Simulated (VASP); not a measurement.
Write the native input for VASP 6.6.1 that does the following.

* Task: single point
* Functional: PBE
* Potentials or basis: VASP PAW PBE potentials, release 64 (Be, S)
* Cutoff: 520 eV
* k mesh: 6 × 6 × 4
* Occupations: gaussian, width 0.01 eV
* Spin: no spin polarisation
* Dipole correction: no
* Further INCAR settings: ALGO = Normal; EDIFF = 1e-07; NBANDS = 16

The structure of BeS lies in POSCAR:

```
BeS
1.0
    3.4621570637      0.0000000000      0.0000000000
   -1.7310785319      2.9983159691      0.0000000000
    0.0000000000      0.0000000000      6.9924321555
Be S
2 2
Direct
    0.3333333333      0.6666666667      0.2500000000
    0.6666666667      0.3333333333      0.7500000000
    0.6666666667      0.3333333333      0.2500000000
    0.3333333333      0.6666666667      0.7500000000
```

One way to write it, as run:

INCAR

```
PREC = Accurate
ENCUT = 520
EDIFF = 1E-7
ISMEAR = 0
SIGMA = 0.01
LREAL = False
LASPH = True
NELM = 60
ALGO = Normal
ISIF = 2
LWAVE = False
LCHARG = False
GGA = PE
NBANDS = 16
```

KPOINTS

```
regular mesh
0
Gamma
  6 6 4
```

Potentials or basis: VASP PAW PBE potentials, release 64 (Be, S).

Run with:

```console
$ cat potpaw_PBE.64/Be/POTCAR potpaw_PBE.64/S/POTCAR > POTCAR
$ mpirun -np 1 vasp_std > vasp.out
```

Results of the run:

The pressure is 0.5 GPa and the band gap on the k mesh is 3.99 eV, indirect (least direct gap 4.14 eV).

It used 69 s of CPU time on 1 thread of AMD EPYC 7R13 Processor (Zen 3) (shared host).
